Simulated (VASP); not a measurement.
# Ga (P6_3/mmc) in VASP: notebook

Runs on Ga. Level: PBE. Tasks: single point.

Everything below comes from runs of VASP 6.6.1. Logs are shortened: lines on timing, memory, paths and dates and some standing lists are left out, and cuts for length are marked.

### Step 1. The cell of the first run

The structure is hexagonal, space group P6_3/mmc (No. 194). The conventional cell has a = 2.530 Å, b = 2.530 Å, c = 4.157 Å, α = 90.00°, β = 90.00°, γ = 120.00°. Within 3.3 Å of Ga (site symmetry -6m2) lie 12 Ga at 2.53 to 2.54 Å.

This isn't the form of Ga at room conditions, which is orthorhombic.

### Step 2. Single point, PBE

INCAR

```
PREC = Accurate
ENCUT = 520
EDIFF = 1E-7
ISMEAR = -1
SIGMA = 0.05
LREAL = F
LASPH = T
NELM = 60
ALGO = Normal
ISIF = 2
LWAVE = F
LCHARG = F
GGA = PE
NBANDS = 20
```

KPOINTS

```
regular mesh
0
Gamma
  17 17 9
```

POSCAR

```
Ga
1.0
    2.5298366102      0.0000000000      0.0000000000
   -1.2649183051      2.1909027719      0.0000000000
    0.0000000000      0.0000000000      4.1570902746
Ga
2
Direct
    0.3333333333      0.6666666667      0.2500000000
    0.6666666667      0.3333333333      0.7500000000
```

Potentials or basis: VASP PAW PBE potentials, release 64 (Ga_d).

On the command line:

```console
> cat potpaw_PBE.64/Ga_d/POTCAR > POTCAR
> mpirun -np 1 vasp_std > vasp.out
```

OUTCAR:

```text
PREC = Accurate
   ENCUT = 520
   EDIFF = 1E-7
   ISMEAR = -1
   LREAL = F
   LASPH = T
   NELM = 60
   ISIF = 2
   GGA = PE

 ion  position               nearest neighbor table
   1  0.333  0.667  0.250-   2 2.54   2 2.54   2 2.54   2 2.54   2 2.54   2 2.54
   2  0.667  0.333  0.750-   1 2.54   1 2.54   1 2.54   1 2.54   1 2.54   1 2.54

  LATTYP: Found a hexagonal cell.
 ALAT       =     2.5298366102
 C/A-ratio  =     1.6432248066

  Lattice vectors:

 A1 = (   2.5298366102,   0.0000000000,   0.0000000000)
 A2 = (  -1.2649183051,   2.1909027719,   0.0000000000)
 A3 = (   0.0000000000,   0.0000000000,   4.1570902746)

Analysis of symmetry for initial positions (statically):
=====================================================================
 Subroutine PRICEL returns:
 Original cell was already a primitive cell.

 Routine SETGRP: Setting up the symmetry group for a
 hexagonal supercell.

 Subroutine GETGRP returns: Found 24 space group operations
 (whereof 12 operations were pure point group operations)
 out of a pool of 24 trial point group operations.

The static configuration has the point symmetry D_3d.
 The point group associated with its full space group is D_6h.

Analysis of symmetry for dynamics (positions and initial velocities):
=====================================================================
 Subroutine PRICEL returns:
 Original cell was already a primitive cell.

 Routine SETGRP: Setting up the symmetry group for a
 hexagonal supercell.

 Subroutine GETGRP returns: Found 24 space group operations
 (whereof 12 operations were pure point group operations)
 out of a pool of 24 trial point group operations.

The dynamic configuration has the point symmetry D_3d.
 The point group associated with its full space group is D_6h.

 Subroutine INISYM returns: Found 24 space group operations
 (whereof 12 operations are pure point group operations),
 and found     1 'primitive' translations

----------------------------------------------------------------------------------------

                                     Primitive cell

  volume of cell :      23.0412

  direct lattice vectors                    reciprocal lattice vectors
     2.529836610  0.000000000  0.000000000     0.395282445  0.228216426  0.000000000
    -1.264918305  2.190902772  0.000000000     0.000000000  0.456432852  0.000000000
     0.000000000  0.000000000  4.157090275     0.000000000  0.000000000  0.240552871

  length of vectors
     2.529836610  2.529836610  4.157090275     0.456432852  0.456432852  0.240552871

  position of ions in fractional coordinates (direct lattice)
     0.333333333  0.666666667  0.250000000
     0.666666667  0.333333333  0.750000000

  ion indices of the primitive-cell ions
   primitive index   ion index
                 1           1
                 2           2

----------------------------------------------------------------------------------------

 KPOINTS: regular mesh

Automatic generation of k-mesh.
 Grid dimensions read from file:
 generate k-points for:   17   17    9

 Generating k-lattice:

  Cartesian coordinates                     Fractional coordinates (reciprocal lattice)
     0.023251909  0.013424496  0.000000000     0.058823529  0.000000000  0.000000000
     0.000000000  0.026848991  0.000000000     0.000000000  0.058823529  0.000000000
     0.000000000  0.000000000  0.026728097     0.000000000  0.000000000  0.111111111

  Length of vectors
     0.026848991  0.026848991  0.026728097

  Shift w.r.t. Gamma in fractional coordinates (k-lattice)
     0.000000000  0.000000000  0.000000000

 Subroutine IBZKPT returns following result:
 ===========================================

 Found    165 irreducible k-points:

 Following reciprocal coordinates:
            Coordinates               Weight
  0.000000  0.000000  0.000000      1.000000
  0.058824  0.000000  0.000000      6.000000
  0.117647  0.000000  0.000000      6.000000
  0.176471  0.000000  0.000000      6.000000
  0.235294  0.000000  0.000000      6.000000
  0.294118 -0.000000  0.000000      6.000000
[... 16 lines left out ...]
  0.411765  0.117647  0.000000     12.000000
  0.176471  0.176471  0.000000      6.000000
 [... further k-points ...]
   k-points           NKPTS =    165   k-points in BZ     NKDIM =    165   number of bands    NBANDS=     20
   number of dos      NEDOS =    301   number of ions     NIONS =      2
   total plane-waves  NPLWV =  12800
   dimension x,y,z NGX =    20 NGY =   20 NGZ =   32
   dimension x,y,z NGXF=    40 NGYF=   40 NGZF=   64
   ions per type =               2
   NGX,Y,Z   is equivalent  to a cutoff of  13.14, 13.14, 12.80 a.u.
   NGXF,Y,Z  is equivalent  to a cutoff of  26.29, 26.29, 25.59 a.u.
 SYSTEM =  unknown system
   PREC   = accura    normal or accurate (medium, high low for compatibility)
   ISTART =      0    job   : 0-new  1-cont  2-samecut
   ICHARG =      2    charge: 1-file 2-atom 10-const
   ISPIN  =      1    spin polarized calculation?
   LNONCOLLINEAR =      F non collinear calculations
   LSORBIT =      F    spin-orbit coupling
   LASPH  =      T    aspherical Exc in radial PAW
   ENCUT  =  520.0 eV  38.22 Ry    6.18 a.u.   4.70  4.70  7.73*2*pi/ulx,y,z
   NELM   =     60;   NELMIN=  2; NELMDL= -5     # of ELM steps
   EDIFF  = 0.1E-06   stopping-criterion for ELM
   LREAL  =      F    real-space projection
   EDIFFG = 0.1E-05   stopping-criterion for IOM
   NSW    =      0    number of steps for IOM
   IBRION =     -1    ionic relax: 0-MD 1-quasi-New 2-CG
   NFREE  =      0    steps in history (QN), initial steepest desc. (CG)
   ISIF   =      2    stress and relaxation
   ISYM   =      2    0-nonsym 1-usesym 2-fastsym
   POTIM  = 0.5000    time-step for ionic-motion
   TEBEG  =    0.0;   TEEND  =   0.0 temperature during run
   PSTRESS=    0.0 pullay stress
   NELECT =      26.0000    total number of electrons
   NUPDOWN=      -1.0000    fix difference up-down
   EMIN   =  10.00;   EMAX   =-10.00  energy-range for DOS
   EFERMI =   0.00;   METHOD = LEGACY
   ISMEAR =    -1;   SIGMA  =   0.05  broadening in eV -4-tet -1-fermi 0-gaus
   EFERMI_NEDOS =   21; number of points for ismear=-14 and -15
   IALGO  =     38    algorithm
   IMIX   =      4    mixing-type and parameters
     AMIX     =   0.40;   BMIX     =  1.00
     AMIX_MAG =   1.60;   BMIX_MAG =  1.00
  volume/ion in A,a.u.               =      11.52        77.74
  Fermi-wavevector in a.u.,A,eV,Ry     =   1.704372  3.220795 39.523323  2.904882
  Thomas-Fermi vector in A             =   2.783787
   LORBIT       =      0    0 simple, 1 ext, 2 COOP (PROOUT), +10 PAW based schemes
   GGA     = PE    functional components
   LHFCALC =     F    Hartree Fock is set to
   AEXX    =    0.0000 exact exchange contribution
   IVDW    =     0    specifies the selected vdW correction
   LEPSILON=     F    determine dielectric tensor
   LRPA    =     F    only Hartree local field effects (RPA)
 non-spin polarized calculation
  energy-cutoff  :      520.00
  volume of cell :       23.04
 maximum number of plane-waves:       640
 NGX is ok and might be reduce to    20
   NGX =  9   NGY =  9   NGZ = 15

 number of electron      26.0000003 magnetization

 Free energy of the ion-electron system (eV)
  ---------------------------------------------------
  ext. energy  EPLUGINS =         0.00000000
  ---------------------------------------------------
  free energy    TOTEN  =        -3.37394797 eV

  energy without entropy =       -3.36849428  energy(sigma->0) =       -3.37122113

 E-fermi :  11.6438     XC(G=0): -13.7330

 val. band max:       11.6317527797   @ k =   0.3529   0.2353   0.3333
 cond. band min:      11.6709178242   @ k =   0.2941   0.1176   0.1111
 fundamental gap:      0.0391650445
 Fermi energy:        11.6437732587

 k-point     1 :       0.0000    0.0000    0.0000
  band No.  band energies     occupation
      1      -4.9343      2.00000
      2      -4.4494      2.00000
      3      -4.3920      2.00000
      4      -4.3920      2.00000
      5      -4.3382      2.00000
      6      -4.3105      2.00000
[... 12 lines left out ...]
     19      29.7057      0.00000
     20      30.2934      0.00000

 k-point     2 :       0.0588    0.0000    0.0000
  band No.  band energies     occupation
      1      -4.9113      2.00000
      2      -4.4664      2.00000
      3      -4.3749      2.00000
      4      -4.3703      2.00000
      5      -4.3239      2.00000
      6      -4.2909      2.00000
[... 12 lines left out ...]
     19      30.4917      0.00000
     20      30.9688      0.00000

 k-point     3 :       0.1176    0.0000    0.0000
  band No.  band energies     occupation
      1      -4.8538      2.00000
      2      -4.5039      2.00000
      3      -4.3630      2.00000
      4      -4.3250      2.00000
      5      -4.3080      2.00000
      6      -4.2345      2.00000
[... 12 lines left out ...]
     19      30.4976      0.00000
     20      30.8977      0.00000

 k-point     4 :       0.1765    0.0000    0.0000
  band No.  band energies     occupation
      1      -4.8041      2.00000
      2      -4.5328      2.00000
      3      -4.3987      2.00000
      4      -4.3165      2.00000
      5      -4.2674      2.00000
      6      -4.2437      2.00000
[... 12 lines left out ...]
     19      30.3757      0.00000
     20      30.9171      0.00000

 k-point     5 :       0.2353    0.0000    0.0000
  band No.  band energies     occupation
      1      -4.8160      2.00000
      2      -4.5590      2.00000
      3      -4.4398      2.00000
      4      -4.3890      2.00000
      5      -4.2896      2.00000
      6      -4.1906      2.00000
[... 12 lines left out ...]
     19      29.1754      0.00000
     20      30.2911      0.00000

 k-point     6 :       0.2941   -0.0000    0.0000
  band No.  band energies     occupation
      1      -4.8743      2.00000
      2      -4.6149      2.00000
      3      -4.5738      2.00000
      4      -4.3344      2.00000
      5      -4.3211      2.00000
      6      -4.1402      2.00000
[... 12 lines left out ...]
     19      28.1000      0.00000
     20      29.3618      0.00000

 k-point     7 :       0.3529    0.0000    0.0000
  band No.  band energies     occupation
      1      -4.9401      2.00000
      2      -4.6924      2.00000
      3      -4.6756      2.00000
      4      -4.3728      2.00000
      5      -4.2523      2.00000
      6      -4.1885      2.00000
[... 12 lines left out ...]
     19      27.2560      0.00000
     20      28.6526      0.00000
[... 277 lines left out ...]
 k-point    20 :       0.2353    0.1176    0.0000
  band No.  band energies     occupation
      1      -4.7873      2.00000
      2      -4.5980      2.00000
      3      -4.5900      2.00000
      4      -4.3791      2.00000
      5      -4.3206      2.00000
      6      -4.1338      2.00000
[... 12 lines left out ...]
     19      25.4309      0.00000
     20      27.9835      0.00000

 k-point    21 :       0.2941    0.1176    0.0000
  band No.  band energies     occupation
      1      -4.8516      2.00000
      2      -4.6994      2.00000
      3      -4.6200      2.00000
      4      -4.4034      2.00000
      5      -4.2636      2.00000
      6      -4.1855      2.00000
[... 12 lines left out ...]
     19      24.7771      0.00000
     20      27.4926      0.00000

 k-point    22 :       0.3529    0.1176    0.0000
  band No.  band energies     occupation
      1      -4.9026      2.00000
      2      -4.7784      2.00000
      3      -4.6503      2.00000
      4      -4.4167      2.00000
      5      -4.2272      2.00000
      6      -4.2075      2.00000
[... 12 lines left out ...]
     19      24.3465      0.00000
     20      27.1541      0.00000

 k-point    23 :       0.4118    0.1176    0.0000
  band No.  band energies     occupation
      1      -4.9304      2.00000
      2      -4.8195      2.00000
      3      -4.6694      2.00000
      4      -4.4216      2.00000
      5      -4.2513      2.00000
      6      -4.1757      2.00000
[... 12 lines left out ...]
     19      24.1321      0.00000
     20      26.9828      0.00000

 k-point    24 :       0.1765    0.1765    0.0000
  band No.  band energies     occupation
      1      -4.6828      2.00000
      2      -4.6561      2.00000
      3      -4.5680      2.00000
      4      -4.3894      2.00000
      5      -4.2919      2.00000
      6      -4.1525      2.00000
[... 12 lines left out ...]
     19      24.1890      0.00000
     20      30.5359      0.00000

 [... further k-points ...]

------------------------ aborting loop because EDIFF is reached ----------------------------------------

  FORCE on cell =-STRESS in cart. coord.  units (eV):
  Direction    XX          YY          ZZ          XY          YZ          ZX
  --------------------------------------------------------------------------------------
  -------------------------------------------------------------------------------------
  Total       11.8958871     11.8958871     11.8913387      0.0000000     -0.0000000      0.0000000
  in kB      827.1844922    827.1844923    826.8682173      0.0000000     -0.0000000      0.0000000
  external PRESSURE =     827.0790673 kB  Pullay stress =       0.0000000 kB

 VOLUME and BASIS-vectors are now :
 -----------------------------------------------------------------------------
  energy-cutoff  :      520.00
  volume of cell :       23.04
      direct lattice vectors                 reciprocal lattice vectors
     2.529836610  0.000000000  0.000000000     0.395282445  0.228216426  0.000000000
    -1.264918305  2.190902772  0.000000000     0.000000000  0.456432852  0.000000000
     0.000000000  0.000000000  4.157090275     0.000000000  0.000000000  0.240552871

 POSITION                                       TOTAL-FORCE (eV/Angst)
 -----------------------------------------------------------------------------------
     -0.00000      1.46060      1.03927         0.000000     -0.000000      0.000000
      1.26492      0.73030      3.11782        -0.000000      0.000000     -0.000000
 -----------------------------------------------------------------------------------
    total drift:                               -0.000000      0.000000     -0.000000

  FREE ENERGIE OF THE ION-ELECTRON SYSTEM (eV)
  ---------------------------------------------------
  free  energy   TOTEN  =        -3.3739479725 eV

  energy  without entropy=       -3.3684942833  energy(sigma->0) =       -3.37122113
```

Run time: 96 s. Hardware: 1 thread of Intel Xeon 8259CL, shared host; peak memory 0.18 GiB.

What came out:

```yaml
Free_energy: -3.3739 eV
Pressure: 82.7 GPa
Band_gap_on_the_k_mesh: zero (bands 13 and 14 overlap by 8.83 eV)
```

Caveat: the cell stands under pressure.

(Continued in part 2 of 2.)
